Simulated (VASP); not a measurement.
Runs of VASP 6.6.1 on AgI. The structure is that of space group F-43m (No. 216), or close to it. The cells are those of the table. 

```tsv
task	level	cell	k mesh	cutoff (eV)	smearing	grid for exact exchange (PRECFOCK)	share of exact exchange	screening parameter	gap on the mesh (eV)	pressure (GPa)
single point	r2SCAN0	a = 4.651 Å, angles 60.0°, 2 atoms	4 × 4 × 4	440	gaussian 0.01 eV	Normal	0.25	-	3.44	0.0
relaxation of cell and atoms	r2SCAN	relaxed from a = 4.689 Å, angles 60.0°, 2 atoms	6 × 6 × 6	550	fermi-dirac 0.02 eV	-	-	-	(a)	0.0
single point	HSE06	a = 4.651 Å, angles 60.0°, 2 atoms	4 × 4 × 4	400	gaussian 0.01 eV	Normal	0.25	0.2079 1/Å	(b)	0.4
single point	PBE0	a = 4.651 Å, angles 60.0°, 2 atoms	4 × 4 × 4	400	gaussian 0.01 eV	Normal	0.25	-	3.19	(c)
single point	HF	a = 4.651 Å, angles 60.0°, 2 atoms	4 × 4 × 4	400	gaussian 0.01 eV	Normal	1	-	8.92	5.3
```

Alike in all rows: potentials or basis VASP PAW PBE potentials, release 64 (Ag, I); no spin polarisation.

Task: Fill in the values left out.

Result: (a) 1.79; (b) 2.48; (c) 0.3.

Caveats: the PAW data sets were made with another functional, which shifts forces and pressure a little; spin-orbit coupling is left out, which moves the levels of the heavy elements; the cell stands under pressure (at least some runs).

A k mesh can miss the band edges, and the runs leave out spin-orbit coupling on Ag, I.
